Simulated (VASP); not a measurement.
# PbSe (Fm-3m) in VASP: further runs

The runs below take PbSe through single point, with r2SCAN.

All numbers are computed with VASP 6.6.1; they aren't measurements. Logs are shortened: lines on timing, memory, paths and dates and some standing lists are left out, and cuts for length are marked.

## Step 1: The cell of the first run

Symmetry: Fm-3m, No. 225, cubic system. The conventional cell has a = 5.954 Å, b = 5.954 Å, c = 5.954 Å, α = 90.00°, β = 90.00°, γ = 90.00°. Pb (site symmetry m-3m) has 6 Se at 2.98 Å within 3.9 Å. Se (site symmetry m-3m) has 6 Pb at 2.98 Å within 3.9 Å.

## Step 2: Single point, r2SCAN

Contents of POSCAR:

```
PbSe
1.0
    0.0000000000      2.9767539910      2.9767539910
    2.9767539910      0.0000000000      2.9767539910
    2.9767539910      2.9767539910      0.0000000000
Pb Se
1 1
Direct
    0.0000000000      0.0000000000      0.0000000000
    0.5000000000      0.5000000000      0.5000000000
```

Contents of INCAR.step1:

```
SYSTEM = PbSe
PREC = Accurate ; ENCUT = 520
ISMEAR = 0 ; SIGMA = 0.01
LREAL = .FALSE. ; LASPH = .TRUE.
NELM = 100 ; NBANDS = 17
GGA = PE ; ALGO = Normal
EDIFF = 1E-4 ; LWAVE = .TRUE.
LCHARG = .FALSE.
```

Contents of INCAR.step2:

```
SYSTEM = PbSe
PREC = Accurate ; ENCUT = 520
EDIFF = 1E-6 ; ISMEAR = 0
SIGMA = 0.01 ; LREAL = .FALSE.
LASPH = .TRUE. ; NELM = 100
ALGO = Normal ; ISIF = 2
LWAVE = .FALSE. ; LCHARG = .FALSE.
METAGGA = R2SCAN ; LMIXTAU = .TRUE.
NBANDS = 17 ; ISTART = 1
```

Contents of KPOINTS:

```
regular mesh
0
G
  6 6 6
  0 0 0
```

Potentials or basis: VASP PAW PBE potentials, release 64 (Pb_d, Se).

The run is started by

```sh
> cat potpaw_PBE.64/Pb_d/POTCAR potpaw_PBE.64/Se/POTCAR > POTCAR
> cp INCAR.step1 INCAR
> mpirun -np 1 vasp_std > vasp.out
> cp INCAR.step2 INCAR
> mpirun -np 1 vasp_std > vasp.out
```

OUTCAR:

```text
SYSTEM = PbSe
   PREC = Accurate
   ENCUT = 520
   EDIFF = 1E-6
   ISMEAR = 0
   LREAL = .FALSE.
   LASPH = .TRUE.
   NELM = 100
   ISIF = 2
   METAGGA = R2SCAN
   ISTART = 1

 ion  position               nearest neighbor table
   1  0.000  0.000  0.000-   2 2.98   2 2.98   2 2.98   2 2.98   2 2.98   2 2.98
   2  0.500  0.500  0.500-   1 2.98   1 2.98   1 2.98   1 2.98   1 2.98   1 2.98

  LATTYP: Found a face centered cubic cell.
 ALAT       =     5.9535079820

  Lattice vectors:

 A1 = (   0.0000000000,   2.9767539910,   2.9767539910)
 A2 = (   2.9767539910,   0.0000000000,   2.9767539910)
 A3 = (   2.9767539910,   2.9767539910,   0.0000000000)

Analysis of symmetry for initial positions (statically):
=====================================================================
 Subroutine PRICEL returns:
 Original cell was already a primitive cell.

 Routine SETGRP: Setting up the symmetry group for a
 face centered cubic supercell.

 Subroutine GETGRP returns: Found 48 space group operations
 (whereof 48 operations were pure point group operations)
 out of a pool of 48 trial point group operations.

The static configuration has the point symmetry O_h .

Analysis of symmetry for dynamics (positions and initial velocities):
=====================================================================
 Subroutine PRICEL returns:
 Original cell was already a primitive cell.

 Routine SETGRP: Setting up the symmetry group for a
 face centered cubic supercell.

 Subroutine GETGRP returns: Found 48 space group operations
 (whereof 48 operations were pure point group operations)
 out of a pool of 48 trial point group operations.

The dynamic configuration has the point symmetry O_h .

 Subroutine INISYM returns: Found 48 space group operations
 (whereof 48 operations are pure point group operations),
 and found     1 'primitive' translations

----------------------------------------------------------------------------------------

                                     Primitive cell

  volume of cell :      52.7544

  direct lattice vectors                    reciprocal lattice vectors
     0.000000000  2.976753991  2.976753991    -0.167968197  0.167968197  0.167968197
     2.976753991  0.000000000  2.976753991     0.167968197 -0.167968197  0.167968197
     2.976753991  2.976753991  0.000000000     0.167968197  0.167968197 -0.167968197

  length of vectors
     4.209765866  4.209765866  4.209765866     0.290929451  0.290929451  0.290929451

[... 69 lines left out ...]
   ENCUT  =  520.0 eV  38.22 Ry    6.18 a.u.   7.83  7.83  7.83*2*pi/ulx,y,z
   NELM   =    100;   NELMIN=  2; NELMDL=  0     # of ELM steps
   EDIFF  = 0.1E-05   stopping-criterion for ELM
   LREAL  =      F    real-space projection
   EDIFFG = 0.1E-04   stopping-criterion for IOM
   NSW    =      0    number of steps for IOM
   IBRION =     -1    ionic relax: 0-MD 1-quasi-New 2-CG
   NFREE  =      0    steps in history (QN), initial steepest desc. (CG)
   ISIF   =      2    stress and relaxation
   ISYM   =      2    0-nonsym 1-usesym 2-fastsym
   POTIM  = 0.5000    time-step for ionic-motion
   TEBEG  =    0.0;   TEEND  =   0.0 temperature during run
   PSTRESS=    0.0 pullay stress
   NELECT =      20.0000    total number of electrons
   NUPDOWN=      -1.0000    fix difference up-down
   EMIN   =  10.00;   EMAX   =-10.00  energy-range for DOS
   EFERMI =   0.00;   METHOD = LEGACY
   ISMEAR =     0;   SIGMA  =   0.01  broadening in eV -4-tet -1-fermi 0-gaus
   EFERMI_NEDOS =   21; number of points for ismear=-14 and -15
   IALGO  =     38    algorithm
   IMIX   =      4    mixing-type and parameters
     AMIX     =   0.40;   BMIX     =  1.00
     AMIX_MAG =   1.60;   BMIX_MAG =  1.00
  volume/ion in A,a.u.               =      26.38       178.00
  Fermi-wavevector in a.u.,A,eV,Ry     =   1.184855  2.239051 19.100967  1.403881
  Thomas-Fermi vector in A             =   2.321061
   LORBIT       =      0    0 simple, 1 ext, 2 COOP (PROOUT), +10 PAW based schemes
   METAGGA = R2SCAN    functional components
   LHFCALC =     F    Hartree Fock is set to
   AEXX    =    0.0000 exact exchange contribution
   IVDW    =     0    specifies the selected vdW correction
   LEPSILON=     F    determine dielectric tensor
   LRPA    =     F    only Hartree local field effects (RPA)
 non-spin polarized calculation
 Gauss-broadening in eV      SIGMA  =   0.01
  energy-cutoff  :      520.00
  volume of cell :       52.75
 maximum number of plane-waves:      1435
   NGX = 15   NGY = 15   NGZ = 15

 number of electron      19.9999999 magnetization

 Free energy of the ion-electron system (eV)
  ---------------------------------------------------
  ext. energy  EPLUGINS =         0.00000000
  ---------------------------------------------------
  free energy    TOTEN  =       -71.81241235 eV

  energy without entropy =      -71.81241235  energy(sigma->0) =      -71.81241235

 E-fermi :   6.2435     XC(G=0): -10.4911

 val. band max:        6.1274286685   @ k =   0.5000   0.0000   0.0000
 cond. band min:       6.3798535389   @ k =   0.5000   0.0000   0.0000
 fundamental gap:      0.2524248704
 Fermi energy:         6.2435075844

 k-point     1 :       0.0000    0.0000    0.0000
  band No.  band energies     occupation
      1     -11.6209      2.00000
      2     -11.6209      2.00000
      3     -11.6178      2.00000
      4     -11.6178      2.00000
      5     -11.6178      2.00000
      6      -8.9253      2.00000
[... 297 lines left out ...]
      4     -11.5789      2.00000
      5     -11.5556      2.00000
      6      -7.0323      2.00000
[... 9 lines left out ...]
     16      18.6934      0.00000
     17      19.2541      0.00000

------------------------ aborting loop because EDIFF is reached ----------------------------------------

  FORCE on cell =-STRESS in cart. coord.  units (eV):
  Direction    XX          YY          ZZ          XY          YZ          ZX
  --------------------------------------------------------------------------------------
  -------------------------------------------------------------------------------------
  Total        2.3957697      2.3957697      2.3957697      0.0000000      0.0000000     -0.0000000
  in kB       72.7606926     72.7606926     72.7606926      0.0000000      0.0000000     -0.0000000
  external PRESSURE =      72.7606926 kB  Pullay stress =       0.0000000 kB

 VOLUME and BASIS-vectors are now :
 -----------------------------------------------------------------------------
  energy-cutoff  :      520.00
  volume of cell :       52.75
      direct lattice vectors                 reciprocal lattice vectors
     0.000000000  2.976753991  2.976753991    -0.167968197  0.167968197  0.167968197
     2.976753991  0.000000000  2.976753991     0.167968197 -0.167968197  0.167968197
     2.976753991  2.976753991  0.000000000     0.167968197  0.167968197 -0.167968197

 POSITION                                       TOTAL-FORCE (eV/Angst)
 -----------------------------------------------------------------------------------
      0.00000      0.00000      0.00000         0.000000      0.000000      0.000000
      2.97675      2.97675      2.97675         0.000000     -0.000000     -0.000000
 -----------------------------------------------------------------------------------
    total drift:                                0.000000     -0.000000     -0.000000

  FREE ENERGIE OF THE ION-ELECTRON SYSTEM (eV)
  ---------------------------------------------------
  free  energy   TOTEN  =       -71.8124123539 eV

  energy  without entropy=      -71.8124123539  energy(sigma->0) =      -71.81241235
```

OUTCAR.step1:

```text
SYSTEM = PbSe
   PREC = Accurate
   ENCUT = 520
   ISMEAR = 0
   LREAL = .FALSE.
   LASPH = .TRUE.
[... 530 lines left out ...]
      0.00000      0.00000      0.00000         0.000000      0.000000      0.000000
      2.97675      2.97675      2.97675        -0.000000     -0.000000     -0.000000
 -----------------------------------------------------------------------------------
    total drift:                                0.000000     -0.000000     -0.000000

  FREE ENERGIE OF THE ION-ELECTRON SYSTEM (eV)
  ---------------------------------------------------
  free  energy   TOTEN  =        -8.0370552283 eV

  energy  without entropy=       -8.0369750489  energy(sigma->0) =       -8.03701514
```

OSZICAR.step1:

```text
N       E                     dE             d eps       ncg     rms          rms(c)
DAV:   1     0.153229142607E+03    0.15323E+03   -0.95271E+03   544   0.123E+03
DAV:   2     0.253026904589E+01   -0.15070E+03   -0.14501E+03   577   0.304E+02
DAV:   3    -0.802267640222E+01   -0.10553E+02   -0.10451E+02   673   0.874E+01
DAV:   4    -0.826591797995E+01   -0.24324E+00   -0.24297E+00   679   0.143E+01
DAV:   5    -0.827441904195E+01   -0.85011E-02   -0.84999E-02   762   0.258E+00    0.300E+00
DAV:   6    -0.803994220290E+01    0.23448E+00   -0.53937E-01   874   0.559E+00    0.182E+00
DAV:   7    -0.803537049831E+01    0.45717E-02   -0.12090E-01   639   0.170E+00    0.100E+00
DAV:   8    -0.803813119866E+01   -0.27607E-02   -0.16992E-02   741   0.125E+00    0.236E-01
DAV:   9    -0.803702882227E+01    0.11024E-02   -0.27996E-03   816   0.456E-01    0.707E-02
DAV:  10    -0.803705522827E+01   -0.26406E-04   -0.56024E-04   686   0.200E-01
   1 F= -.80370552E+01 E0= -.80370151E+01  d E =-.801794E-04
```

Run time: 50 s. Hardware: 1 thread of Intel Xeon 8259CL, shared host; peak memory 0.19 GiB.

What came out:

| Item | Value |
| --- | --- |
| Free energy | -71.8124 eV |
| Pressure | 7.3 GPa |
| Band gap on the k mesh | 0.25 eV |

Levels at points of the mesh, in eV from the valence-band top:
| k point | band 6 | band 7 | band 8 | band 9 | band 10 | band 11 | band 12 | band 13 | band 14 | band 15 |
| --- | --- | --- | --- | --- | --- | --- | --- | --- | --- | --- |
| (0.00, 0.00, 0.00) | -15.05 | -6.30 | -2.57 | -2.57 | -2.57 | 5.11 | 5.11 | 5.11 | 6.64 | 6.64 |
| (0.50, 0.00, 0.00) | -13.74 | -9.73 | -2.07 | -2.07 | 0.00 | 0.25 | 1.59 | 1.59 | 9.10 | 10.49 |
| (0.50, 0.50, 0.00) | -13.18 | -7.83 | -6.03 | -4.09 | -4.09 | 3.54 | 6.22 | 6.22 | 6.75 | 11.89 |

Caveat: the cell stands under pressure; the PAW data sets were made with another functional, which shifts forces and pressure a little; spin-orbit coupling is left out, which moves the levels of the heavy elements. A k mesh can miss the band edges.

## Step 3: Single point, r2SCAN

This run uses another cell than the first one, of 27.14 Å³/atom.

Contents of POSCAR:

```
PbSe
1.0
    0.0000000000      3.0052414060      3.0052414060
    3.0052414060      0.0000000000      3.0052414060
    3.0052414060      3.0052414060      0.0000000000
Pb Se
1 1
Direct
    0.0000000000      0.0000000000      0.0000000000
    0.5000000000      0.5000000000      0.5000000000
```

Contents of INCAR.step1:

```
SYSTEM = PbSe
  ALGO = Normal
  EDIFF = 1E-4
  ENCUT = 520
  GGA = PE
  ISMEAR = 0
  LASPH = .True.
  LCHARG = .False.
  LREAL = .False.
  LWAVE = .True.
  NBANDS = 17
  NELM = 100
  PREC = Accurate
  SIGMA = 0.01
```

Contents of INCAR.step2:

```
SYSTEM = PbSe
  ALGO = Normal
  EDIFF = 1E-7
  ENCUT = 520
  ISIF = 2
  ISMEAR = 0
  ISTART = 1
  LASPH = .True.
  LCHARG = .False.
  LMIXTAU = .True.
  LREAL = .False.
  LWAVE = .False.
  METAGGA = R2SCAN
  NBANDS = 17
  NELM = 100
  PREC = Accurate
  SIGMA = 0.01
```

Contents of KPOINTS:

```
k-points
0
Gamma
  6 6 6
  0 0 0
```

Potentials or basis: VASP PAW PBE potentials, release 64 (Pb_d, Se).

The run is started by

```sh
> cat potpaw_PBE.64/Pb_d/POTCAR potpaw_PBE.64/Se/POTCAR > POTCAR
> cp INCAR.step1 INCAR
> mpirun -np 1 vasp_std > vasp.out
> cp INCAR.step2 INCAR
> mpirun -np 1 vasp_std > vasp.out
```

Run time: 61 s. Hardware: 1 thread of Intel Xeon 8259CL, shared host; peak memory 0.19 GiB.

Results (log left out):

```
Free energy            : -71.8716 eV
Pressure               : 5.1 GPa
Band gap on the k mesh : 0.37 eV
```

Levels at points of the mesh, in eV from the valence-band top:
```csv
k point,band 8,band 9,band 10,band 11,band 12,band 13
"(0.00, 0.00, 0.00)",-2.38,-2.38,-2.38,5.09,5.09,5.09
"(0.50, 0.00, 0.00)",-1.91,-1.91,0.00,0.37,1.71,1.71
"(0.50, 0.50, 0.00)",-5.72,-3.84,-3.84,3.71,6.15,6.15
```

Caveat: the cell stands under pressure; the PAW data sets were made with another functional, which shifts forces and pressure a little; spin-orbit coupling is left out, which moves the levels of the heavy elements. A k mesh can miss the band edges.

## Step 4: Single point, r2SCAN

This run uses another cell than the first one, of 27.91 Å³/atom.

Contents of POSCAR:

```
PbSe
1.0
    0.0000000000      3.0331987455      3.0331987455
    3.0331987455      0.0000000000      3.0331987455
    3.0331987455      3.0331987455      0.0000000000
Pb Se
1 1
Direct
    0.0000000000      0.0000000000      0.0000000000
    0.5000000000      0.5000000000      0.5000000000
```

Contents of INCAR.step1:

```
PREC = Accurate
ENCUT = 520
ISMEAR = 0
SIGMA = 0.01
LREAL = False
LASPH = True
NELM = 100
NBANDS = 17
GGA = PE
ALGO = Normal
EDIFF = 1E-4
LWAVE = True
LCHARG = False
```

Contents of INCAR.step2:

```
PREC = Accurate
ENCUT = 520
EDIFF = 1E-6
ISMEAR = 0
SIGMA = 0.01
LREAL = False
LASPH = True
NELM = 100
ALGO = Normal
ISIF = 2
LWAVE = False
LCHARG = False
METAGGA = R2SCAN
LMIXTAU = True
NBANDS = 17
ISTART = 1
```

Contents of KPOINTS:

```
regular mesh
0
Gamma
  6 6 6
```

The run is started by

```sh
> cat potpaw_PBE.64/Pb_d/POTCAR potpaw_PBE.64/Se/POTCAR > POTCAR
> cp INCAR.step1 INCAR
> mpirun -np 1 vasp_std > vasp.out
> cp INCAR.step2 INCAR
> mpirun -np 1 vasp_std > vasp.out
```

Run time: 74 s. Hardware: 1 thread of Intel Xeon 8259CL, shared host; peak memory 0.19 GiB.

Results (log left out):

- Free energy: -71.9111 eV
- Pressure: 3.2 GPa
- Band gap on the k mesh: 0.48 eV

Levels at points of the mesh, in eV from the valence-band top:
| k point | band 8 | band 9 | band 10 | band 11 | band 12 | band 13 |
| --- | --- | --- | --- | --- | --- | --- |
| (0.00, 0.00, 0.00) | -2.20 | -2.20 | -2.20 | 5.07 | 5.07 | 5.07 |
| (0.50, 0.00, 0.00) | -1.76 | -1.76 | 0.00 | 0.48 | 1.82 | 1.82 |
| (0.50, 0.50, 0.00) | -5.43 | -3.61 | -3.61 | 3.87 | 6.07 | 6.07 |

Caveat: the cell stands under pressure; the PAW data sets were made with another functional, which shifts forces and pressure a little; spin-orbit coupling is left out, which moves the levels of the heavy elements. A k mesh can miss the band edges.

## Step 5: The runs side by side

| cell | gap on the mesh (eV) | pressure (GPa) |
| --- | --- | --- |
| a = 4.210 Å, angles 60.0°, 2 atoms | 0.25 | 7.3 |
| a = 4.250 Å, angles 60.0°, 2 atoms | 0.37 | 5.1 |
| a = 4.290 Å, angles 60.0°, 2 atoms | 0.48 | 3.2 |

Alike in all rows: task single point; level r2SCAN; potentials or basis VASP PAW PBE potentials, release 64 (Pb_d, Se); no spin polarisation; k mesh 6 × 6 × 6; cutoff (eV) 520; smearing gaussian 0.01 eV.

Caveats: the cell stands under pressure; the PAW data sets were made with another functional, which shifts forces and pressure a little; spin-orbit coupling is left out, which moves the levels of the heavy elements.

Total energies depend on the potentials used, so only differences within one code and one set of settings carry meaning.
